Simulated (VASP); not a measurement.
# Ta8O21 (a cell with a defect) in VASP: further runs, part 2 of 2

VASP 6.6.1.

## Step 4: Single point, PBEsol

Input file INCAR:

```
PREC     = Accurate       # precision mode
ENCUT    = 520            # plane-wave cutoff, eV
EDIFF    = 1E-6           # SCF threshold, eV
ISMEAR   = 0              # smearing method
SIGMA    = 0.01           # smearing width, eV
LREAL    = False          # projectors in reciprocal space
LASPH    = True           # aspherical terms in the spheres
NELM     = 120            # most SCF steps
ALGO     = Normal         # electronic algorithm
ISIF     = 2              # what is computed and relaxed
LWAVE    = False          # write WAVECAR
LCHARG   = False          # write CHGCAR
GGA      = PS             # functional
NELECT   = 216.0        
NBANDS   = 127            # bands
GGA_COMPAT= False
```

Input file KPOINTS:

```
Automatic mesh
0
Gamma
  1 1 1
  0.25 0.25 0.25
```

Input file POSCAR:

```
Ta8O21
1.0
    0.0000000000     11.9846651819      3.5696847681
    5.7020527302      0.0000000000      3.5696847681
    5.7020527302     11.9846651819      0.0000000000
Ta O
8 21
Direct
    0.1032942700      0.3967057300      0.7540542400
    0.6032942700      0.8967057300      0.2540542400
    0.3967057300      0.1032942700      0.7459457600
    0.8967057300      0.6032942700      0.2459457600
    0.2459457600      0.2540542400      0.3967057300
    0.7459457600      0.7540542400      0.8967057300
    0.2540542400      0.2459457600      0.1032942700
    0.7540542400      0.7459457600      0.6032942700
    0.3109574100      0.6890425900      0.5726589900
    0.8109574100      0.1890425900      0.0726589900
    0.1890425900      0.8109574100      0.9273410100
    0.6890425900      0.3109574100      0.4273410100
    0.4273410100      0.5726589900      0.1890425900
    0.9273410100      0.0726589900      0.6890425900
    0.0726589900      0.9273410100      0.3109574100
    0.5726589900      0.4273410100      0.8109574100
    0.4188198200      0.0811801800      0.3141786100
    0.9188198200      0.5811801800      0.8141786100
    0.0811801800      0.4188198200      0.1858213900
    0.5811801800      0.9188198200      0.6858213900
    0.1858213900      0.3141786100      0.5811801800
    0.6858213900      0.8141786100      0.0811801800
    0.3141786100      0.1858213900      0.9188198200
    0.8141786100      0.6858213900      0.4188198200
    0.2500000000      0.2500000000      0.7500000000
    0.7500000000      0.7500000000      0.2500000000
    0.2500000000      0.2500000000      0.2500000000
    0.7500000000      0.7500000000      0.7500000000
    0.1677490000      0.8322510000      0.4798390000
```

Potentials or basis: VASP PAW PBE potentials, release 64 (Ta_pv, O).

Command:

```bash
$ cat potpaw_PBE.64/Ta_pv/POTCAR potpaw_PBE.64/O/POTCAR > POTCAR
$ mpirun -np 1 vasp_std > vasp.out
```

OUTCAR:

```text
PREC = Accurate
   ENCUT = 520
   EDIFF = 1E-6
   ISMEAR = 0
   LREAL = False
   LASPH = True
   NELM = 120
   ISIF = 2
   GGA = PS
   NELECT = 216.0

 ion  position               nearest neighbor table
   1  0.103  0.397  0.754-  21 1.81  25 1.91   9 1.92  10 1.92  18 2.04   2 3.57   2 3.57
   2  0.603  0.897  0.254-  22 1.81  26 1.91   9 1.92  10 1.92  17 2.04   1 3.57   1 3.57
   3  0.397  0.103  0.746-  23 1.81  25 1.91  11 1.92  12 1.92  20 2.04   4 3.57   4 3.57
   4  0.897  0.603  0.246-  24 1.81  26 1.91  11 1.92  12 1.92  19 2.04   3 3.57   3 3.57
   5  0.246  0.254  0.397-  17 1.81  27 1.91  13 1.92  14 1.92  21 2.04  29 2.63   6 3.57   6 3.57

   6  0.746  0.754  0.897-  18 1.81  28 1.91  13 1.92  14 1.92  22 2.04  29 2.63   5 3.57   5 3.57

   7  0.254  0.246  0.103-  19 1.81  27 1.91  15 1.92  16 1.92  23 2.04   8 3.57   8 3.57
   8  0.754  0.746  0.603-  20 1.81  28 1.91  15 1.92  16 1.92  24 2.04   7 3.57   7 3.57
   9  0.311  0.689  0.573-   1 1.92   2 1.92
  10  0.811  0.189  0.073-   1 1.92   2 1.92
  11  0.189  0.811  0.927-   3 1.92   4 1.92
  12  0.689  0.311  0.427-   3 1.92   4 1.92
  13  0.427  0.573  0.189-   5 1.92   6 1.92
[... 365 lines left out ...]
  band No.  band energies     occupation
      1     -35.0304      2.00000
      2     -35.0180      2.00000
      3     -34.9283      2.00000
      4     -34.8028      2.00000
      5     -34.7928      2.00000
      6     -34.7654      2.00000
[... 112 lines left out ...]
    119       4.2900      0.00000
    120       4.3615      0.00000
 [bands above 120 left out]

------------------------ aborting loop because EDIFF is reached ----------------------------------------

  FORCE on cell =-STRESS in cart. coord.  units (eV):
  Direction    XX          YY          ZZ          XY          YZ          ZX
  --------------------------------------------------------------------------------------
  -------------------------------------------------------------------------------------
  Total       15.4584777     21.2318494     22.0449181      0.0825089      0.0000000      0.0000000
  in kB       50.7645228     69.7238582     72.3939169      0.2709534      0.0000000      0.0000000
  external PRESSURE =      64.2940993 kB  Pullay stress =       0.0000000 kB

 VOLUME and BASIS-vectors are now :
 -----------------------------------------------------------------------------
  energy-cutoff  :      520.00
  volume of cell :      487.88
      direct lattice vectors                 reciprocal lattice vectors
     0.000000000 11.984665182  3.569684768    -0.087687719  0.041719981  0.140068390
     5.702052730  0.000000000  3.569684768     0.087687719 -0.041719981  0.140068390
     5.702052730 11.984665182  0.000000000     0.087687719  0.041719981 -0.140068390

 POSITION                                       TOTAL-FORCE (eV/Angst)
 -----------------------------------------------------------------------------------
      6.56169     10.27503      1.78484         1.089643     -2.183688      0.457233
      6.56169     10.27503      5.35453         1.089643     -2.183688     -0.457233
      4.84241     13.69430      1.78484        -0.203436     -0.173379      0.021551
      4.84241     13.69430      5.35453        -0.203436     -0.173379     -0.021551
      3.71067      7.70196      1.78484        -1.529916      0.381067     -2.347167
      9.41272     19.68663      5.35453        -1.529916      0.381067      2.347167
[... 21 lines left out ...]
      8.55308     17.97700      5.35453        -0.312350     -1.875024     -0.625308
      7.48161      7.76113      3.56968         0.792248     -1.566069      0.000000
 -----------------------------------------------------------------------------------
    total drift:                                0.000278      0.000525      0.000003

  FREE ENERGIE OF THE ION-ELECTRON SYSTEM (eV)
  ---------------------------------------------------
  free  energy   TOTEN  =      -279.5517879128 eV

  energy  without entropy=     -279.5517879128  energy(sigma->0) =     -279.55178791
```

OSZICAR:

```text
N       E                     dE             d eps       ncg     rms          rms(c)
DAV:   1     0.208403808081E+04    0.20840E+04   -0.11996E+05   532   0.164E+03
DAV:   2    -0.150171451744E+03   -0.22342E+04   -0.21826E+04   618   0.449E+02
DAV:   3    -0.335199833630E+03   -0.18503E+03   -0.18381E+03   568   0.132E+02
[... 20 lines left out ...]
DAV:  24    -0.279551788195E+03    0.21239E-05   -0.16552E-05   568   0.933E-03    0.149E-02
DAV:  25    -0.279551789636E+03   -0.14417E-05   -0.44786E-06   392   0.594E-03    0.216E-02
DAV:  26    -0.279551788073E+03    0.15633E-05   -0.42695E-05   464   0.843E-03    0.804E-03
DAV:  27    -0.279551788466E+03   -0.39289E-06   -0.18027E-05   376   0.482E-03    0.104E-02
DAV:  28    -0.279551787913E+03    0.55325E-06   -0.46083E-06   328   0.320E-03
   1 F= -.27955179E+03 E0= -.27955179E+03  d E =-.566177E-30
```

Run time: 11 min. Hardware: 1 thread of Intel Xeon Platinum 8259CL at 2.50GHz (Skylake/Cascade Lake), shared host; peak memory 0.92 GiB.

Results:

- Free energy: -279.5518 eV
- Largest force: 3.225 eV/Å

Forces in eV/Å, atoms in the order of the input:
```
Ta   1.090 -2.184  0.457
Ta   1.090 -2.184 -0.457
Ta  -0.203 -0.173  0.022
Ta  -0.203 -0.173 -0.022
Ta  -1.530  0.381 -2.347
Ta  -1.530  0.381  2.347
Ta   0.158  1.789 -0.153
Ta   0.158  1.789  0.153
O    0.244  0.836  0.000
O   -0.155  0.695  0.000
O   -0.117 -0.129  0.000
O   -0.156 -0.127  0.000
O   -0.034 -0.471  0.000
O    1.936 -0.380  0.000
O   -0.053 -0.231  0.000
O   -0.328 -0.114  0.000
O   -0.441  2.261  2.257
O   -0.441  2.261 -2.257
O    0.545 -0.518 -0.023
O    0.545 -0.518  0.023
O   -0.107  0.407 -0.193
O   -0.107  0.407  0.193
O    0.086 -0.124  0.047
O    0.086 -0.124 -0.047
O   -0.350  0.780  0.014
O   -0.350  0.780 -0.014
O   -0.312 -1.875  0.625
O   -0.312 -1.875 -0.625
O    0.792 -1.566  0.000
```

Levels at points of the mesh, in eV from the Fermi level:
```tsv
k point	band 106	band 107	band 108	band 109	band 110	band 111
(0.25, 0.25, 0.25)	-1.03	-0.24	-0.08	0.14	0.20	0.61
```

Caveat: the cell carries a net charge on a neutralising background, which shifts energy and pressure; the cell is charged against a uniform background, so pressure and absolute levels hang on convention; the PAW data sets were made with another functional, which shifts forces and pressure a little; spin-orbit coupling is left out, which moves the levels of the heavy elements.

## Step 5: Single point, PBEsol

Input file INCAR:

```
ALGO     = Normal         # electronic algorithm
EDIFF    = 1E-6           # SCF threshold, eV
ENCUT    = 520            # plane-wave cutoff, eV
GGA      = PS             # functional
GGA_COMPAT= F            
ISIF     = 2              # what is computed and relaxed
ISMEAR   = 0              # smearing method
LASPH    = T              # aspherical terms in the spheres
LCHARG   = F              # write CHGCAR
LREAL    = F              # projectors in reciprocal space
LWAVE    = F              # write WAVECAR
NBANDS   = 127            # bands
NELM     = 120            # most SCF steps
PREC     = Accurate       # precision mode
SIGMA    = 0.01           # smearing width, eV
```

KPOINTS is that of step 4.

POSCAR is that of step 4.

Command:

```bash
$ cat potpaw_PBE.64/Ta_pv/POTCAR potpaw_PBE.64/O/POTCAR > POTCAR
$ mpirun -np 1 vasp_std > vasp.out
```

It took 15 min on 1 thread of Intel Xeon Platinum 8259CL at 2.50GHz (Skylake/Cascade Lake), shared host; peak memory 0.94 GiB.

It converged, with:

```yaml
Free_energy: -282.9587 eV
Pressure: 1.3 GPa
Largest_force: 2.016 eV/Å
Band_gap_on_the_k_mesh: 0.04 eV
```

Forces in eV/Å, atoms in the order of the input:
```
Ta  -0.325  0.017  0.656
Ta  -0.325  0.017 -0.656
Ta  -0.196  0.264 -0.013
Ta  -0.196  0.264  0.013
Ta   0.446 -1.195 -1.562
Ta   0.446 -1.195  1.562
Ta  -0.158  0.216 -0.126
Ta  -0.158  0.216  0.126
O    0.086  0.281  0.000
O    0.369 -0.106  0.000
O   -0.023 -0.100  0.000
O   -0.035 -0.117  0.000
O   -0.208  0.157  0.000
O    1.342 -0.149  0.000
O    0.005 -0.076  0.000
O   -0.069  0.051  0.000
O   -1.047  0.913  0.783
O   -1.047  0.913 -0.783
O    0.210 -0.167 -0.004
O    0.210 -0.167  0.004
O   -0.175  0.076 -0.062
O   -0.175  0.076  0.062
O    0.057 -0.033  0.013
O    0.057 -0.033 -0.013
O    0.099 -0.199 -0.049
O    0.099 -0.199  0.049
O    0.166 -0.195  0.346
O    0.166 -0.195 -0.346
O    0.376  0.664  0.000
```

Stress tensor (GPa, compression positive):
```
 2.03 -1.30  0.00
-1.30  1.66  0.00
 0.00  0.00  0.33
```

Levels at points of the mesh, in eV from the valence-band top:
```csv
k point,band 104,band 105,band 106,band 107,band 108,band 109,band 110,band 111
"(0.25, 0.25, 0.25)",-1.12,-0.93,-0.45,0.00,0.04,2.48,2.56,2.82
```

Caveat: the PAW data sets were made with another functional, which shifts forces and pressure a little; spin-orbit coupling is left out, which moves the levels of the heavy elements.

## Step 6: Single point, PBEsol, collinear spin

Input file INCAR:

```
PREC = Accurate
ENCUT = 520
EDIFF = 1E-6
ISMEAR = 0
SIGMA = 0.01
LREAL = F
LASPH = T
NELM = 200
ALGO = Normal
ISIF = 2
LWAVE = F
LCHARG = T
ISPIN = 2
MAGMOM = -0.01 -0.01 -0.01 -0.01 0 -0.01 0 0 0 0.01 0 0 0 0 0 0 0.08 0.08 0 0 0 0 0 0 0 0 0.01 0.01 0.94
LORBIT = 11
NUPDOWN = 1.0
LMAXMIX = 4
GGA = PS
LELF = T
LVHAR = T
NELECT = 215.0
NBANDS = 131
GGA_COMPAT = F
```

KPOINTS is that of step 5.

Edit POSCAR of step 5 so:

```diff
@@ -2,5 +2,5 @@
 1.0
-    0.0000000000     11.9846651819      3.5696847681
-    5.7020527302      0.0000000000      3.5696847681
-    5.7020527302     11.9846651819      0.0000000000
+    0.0000000000     11.9846651800      3.5696847700
+    5.7020527300      0.0000000000      3.5696847700
+    5.7020527300     11.9846651800      0.0000000000
 Ta O
```

Potentials or basis: VASP PAW PBE potentials, release 64 (Ta_pv, O).

Command:

```bash
$ cat potpaw_PBE.64/Ta_pv/POTCAR potpaw_PBE.64/O/POTCAR > POTCAR
$ mpirun -np 1 vasp_std > vasp.out
```

Wall time 27 min (1 thread of Intel Xeon Platinum 8259CL at 2.50GHz (Skylake/Cascade Lake), shared host); peak memory 1.4 GiB.

Results (log left out):

```
Free energy                                           : -282.2975 eV
Largest force                                         : 2.496 eV/Å
Net moment                                            : 1.00 μB per cell
Site moments                                          : Ta -0.01, -0.03 (each value once); O -0.00, +0.01, +0.00, +0.07, +0.78 (each value once) μB
Valence electrons inside the program's atomic spheres : Ta 9.02, 9.03, 9.01 (each value once); O 5.08, 5.07, 5.09, 4.76 (each value once)
```

Forces in eV/Å, atoms in the order of the input:
```
Ta   0.632 -1.618  0.519
Ta   0.632 -1.617 -0.518
Ta  -0.113 -0.162  0.004
Ta  -0.113 -0.162 -0.004
Ta  -0.752  0.078 -1.817
Ta  -0.752  0.078  1.817
Ta   0.092  1.321 -0.155
Ta   0.091  1.321  0.155
O    0.121  0.662  0.000
O    0.003  0.393  0.000
O   -0.083 -0.067  0.000
O   -0.106 -0.059  0.000
O   -0.132 -0.186  0.000
O    1.764 -0.341  0.000
O   -0.047 -0.258  0.000
O   -0.184 -0.097  0.000
O   -0.352  1.554  1.920
O   -0.352  1.555 -1.921
O    0.377 -0.369 -0.013
O    0.377 -0.369  0.013
O   -0.139  0.292 -0.132
O   -0.139  0.292  0.132
O    0.072 -0.057  0.025
O    0.072 -0.057 -0.024
O   -0.271  0.630 -0.015
O   -0.271  0.630  0.015
O   -0.181 -1.401  0.476
O   -0.182 -1.401 -0.476
O   -0.065 -0.582  0.001
```

Caveat: the k points lie up to 0.54 Å⁻¹ apart; the cell carries a net charge on a neutralising background, which shifts energy and pressure; the cell is charged against a uniform background, so pressure and absolute levels hang on convention; the PAW data sets were made with another functional, which shifts forces and pressure a little; spin-orbit coupling is left out, which moves the levels of the heavy elements; the total moment is fixed, so each spin has its own Fermi level and the state may be an excited one.
